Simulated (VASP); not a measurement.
A run of VASP 6.6.1 is set up as follows.

INCAR

```
ALGO = Normal
EDIFF = 1E-6
EDIFFG = -0.002
ENCUT = 600
GGA = CA
IBRION = 2
ISIF = 3
ISMEAR = -1
LASPH = T
LCHARG = F
LREAL = F
LWAVE = F
NELM = 80
NSW = 100
PREC = Accurate
SIGMA = 0.05
```

The input KPOINTS:

```
k-points
0
Gamma
  10 10 10
```

File POSCAR:

```
AlCu3
1.0
    0.0000000000      2.8880109880      2.8880109880
    2.8880109880      0.0000000000      2.8880109880
    2.8880109880      2.8880109880      0.0000000000
Al Cu
1 3
Direct
    0.0000000000      0.0000000000      0.0000000000
    0.5000000000      0.5000000000      0.5000000000
    0.2500000000      0.2500000000      0.2500000000
    0.7500000000      0.7500000000      0.7500000000
```

Potentials or basis: VASP PAW LDA potentials, release 64 (Al, Cu).

Launch:

```console
$ cat potpaw_LDA.64/Al/POTCAR potpaw_LDA.64/Cu/POTCAR > POTCAR
$ mpirun -np 1 vasp_std > vasp.out
```

Problem. Predict the relaxed volume.

Solution. 11.61 Å³/atom.

Problem. Estimate the band gap on the k mesh.

Solution. Zero (band 18 reaches 12.76 eV, above the bottom of band 19 at 6.74 eV).

Problem. What does it give for the space group after relaxing (to 0.05 Å)?

Solution. Fm-3m (No. 225).

Problem. Predict the relaxed cell.

Solution. a = 4.034 Å, b = 4.034 Å, c = 4.034 Å, α = 60.00°, β = 60.00°, γ = 60.00°.

Step by step:
| step | energy change (eV) | largest force (eV/Å) | pressure (GPa) | volume (Å³) |
| --- | --- | --- | --- | --- |
| 1 | 0.0000 | 0.0000 | -5.36 | 48.18 |
| 2 | -0.0163 | 0.0000 | 3.29 | 45.42 |
| 3 | -0.0293 | 0.0000 | -0.05 | 46.51 |
| 4 | -0.0293 | 0.0000 | -0.21 | 46.48 |
| 5 | -0.0261 | 0.0000 | 1.89 | 45.95 |
| 6 | -0.0293 | 0.0000 | 0.22 | 46.42 |
| 7 | -0.0293 | 0.0000 | 0.04 | 46.52 |
| 8 | -0.0293 | 0.0000 | -0.06 | 46.54 |
| 9 | -0.0293 | 0.0000 | -0.24 | 46.53 |
| 10 | -0.0293 | 0.0000 | -0.20 | 46.52 |
| 11 | -0.0293 | 0.0000 | 0.02 | 46.43 |
